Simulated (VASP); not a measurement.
Set up this calculation in VASP 6.6.1, as the native input.

```yaml
Task: single point
Functional: PBEsol
Potentials_or_basis: VASP PAW PBE potentials, release 64 (Si, C)
Cutoff: 600 eV
k_mesh: 10 × 10 × 10
Occupations: gaussian, width 0.05 eV
Spin: no spin polarisation
Dipole_correction: no
Further_INCAR_settings: ALGO = Normal; EDIFF = 1e-06; NBANDS = 11
```

The structure of SiC lies in POSCAR:

```
SiC
1.0
    0.0000000000      2.1239347058      2.1239347058
    2.1239347058      0.0000000000      2.1239347058
    2.1239347058      2.1239347058      0.0000000000
Si C
1 1
Direct
    0.0000000000      0.0000000000      0.0000000000
    0.7500000000      0.7500000000      0.7500000000
```

The input as run:

INCAR

```
SYSTEM = SiC
  ALGO = Normal
  EDIFF = 1E-6
  ENCUT = 600
  GGA = PS
  GGA_COMPAT = .False.
  ISIF = 2
  ISMEAR = 0
  LASPH = .True.
  LCHARG = .False.
  LREAL = .False.
  LWAVE = .False.
  NBANDS = 11
  NELM = 120
  PREC = Accurate
  SIGMA = 0.05
```

KPOINTS

```
k-points
0
Gamma
  10 10 10
  0 0 0
```

Potentials or basis: VASP PAW PBE potentials, release 64 (Si, C).

The run is started by

```bash
$ cat potpaw_PBE.64/Si/POTCAR potpaw_PBE.64/C/POTCAR > POTCAR
$ mpirun -np 1 vasp_std > vasp.out
```

Results of the run:

- Pressure: 19.8 GPa
- Band gap on the k mesh: 1.16 eV (least direct gap 4.52 eV)

Caveat: the cell stands under pressure; the PAW data sets were made with another functional, which shifts forces and pressure a little.

It took 11 s on 1 thread of Intel Xeon 8259CL (shared host), peak memory 0.14 GiB.
